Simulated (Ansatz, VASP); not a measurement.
Two plane-wave programs on SiC2

```
Si C
1.0
     2.71346    0.00000    0.00000
    -1.35673    2.34993    0.00000
     0.00000    0.00000   12.80473
Si C
2 4
Direct
  0.66667 0.33333 0.33333
  0.66667 0.33333 0.66667
  0.33333 0.66667 0.83333
  0.33333 0.66667 0.16667
  0.33333 0.66667 0.50000
  0.66667 0.33333 0.00000
```

Alike in both runs: task relaxation of cell and atoms; functional PBE; k mesh 6 × 6 × 2; occupations gaussian, width 0.1 eV; no spin polarisation.

|  | VASP | Ansatz |
| --- | --- | --- |
| version | VASP 6.6.1 | Ansatz 0.2.0 |
| potentials or method | VASP PAW PBE potentials, release 64 (Si, C), cutoff 600 eV | scalar-relativistic, plane waves, PAW |
| valence electrons in the cell | 24 | 24 |

Ansatz gave:

| Property | Result |
| --- | --- |
| gap on the k mesh at the Fermi level, each at its own relaxed structure (eV) | none |
| relaxed volume (Å³/atom) | 8.26 |
| relaxed length of the cell vector where the two differ most in proportion (Å) | 7.814 |

Question: What did VASP give for the same quantities?

Answer: gap on the k mesh at the Fermi level, each at its own relaxed structure (eV): none; relaxed volume (Å³/atom): 8.25; relaxed length of the cell vector where the two differ most in proportion (Å): 7.802.

A gap of «none» marks a metal or a gap that the smearing closes.

The k mesh is coarse, so the values compare programs but aren't converged. Noted on VASP's run: the volume moved by over 15 % at a fixed basis, so the end points are rough.
